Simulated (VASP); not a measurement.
A run of VASP 6.6.1:

File INCAR:

```
SYSTEM = Al4B3P
ALGO = Normal ; EDIFF = 1E-6
EDIFFG = -0.01 ; ENCUT = 600
GGA = PE ; IBRION = 2
ISIF = 3 ; ISMEAR = 0
LASPH = .TRUE. ; LCHARG = .FALSE.
LREAL = .FALSE. ; LWAVE = .FALSE.
NELM = 80 ; NSW = 100
PREC = Accurate ; SIGMA = 0.1
```

The input KPOINTS:

```
k-points
0
G
  10 10 4
  0 0 0
```

File POSCAR:

```
Al4B3P
1.0
    3.1756283263     -1.7160407474      0.0000000000
    3.1756283263      1.7160407474      0.0000000000
   -0.9294659021      0.0000000000      9.4199631355
Al B P
4 3 1
Direct
    0.5374574018      0.5374574018      0.6637410949
    0.6586367772      0.6586367772      0.1200409264
    0.4657923322      0.4657923322      0.3482689433
    0.2701860998      0.2701860998      0.8720726826
    0.9639064092      0.9639064092      0.9990476617
    0.9860261713      0.9860261713      0.1816294608
    0.9382075159      0.9382075159      0.8125784833
    0.1845900930      0.1845900930      0.5026207470
```

Potentials or basis: VASP PAW PBE potentials, release 64 (Al, B, P).

Command:

```console
$ cat potpaw_PBE.64/Al/POTCAR potpaw_PBE.64/B/POTCAR potpaw_PBE.64/P/POTCAR > POTCAR
$ mpirun -np 1 vasp_std > vasp.out
```

Hardware: 1 thread of Intel(R) Xeon(R) 6975P-C (Granite Rapids), with other jobs on the host.

Question: Estimate the wall time of this run.

Answer: Wall time 20 min on 1 thread of Intel(R) Xeon(R) 6975P-C (Granite Rapids) (shared host), peak memory 0.45 GiB. Counts: scf iterations 117, k points 117, ion steps 25.
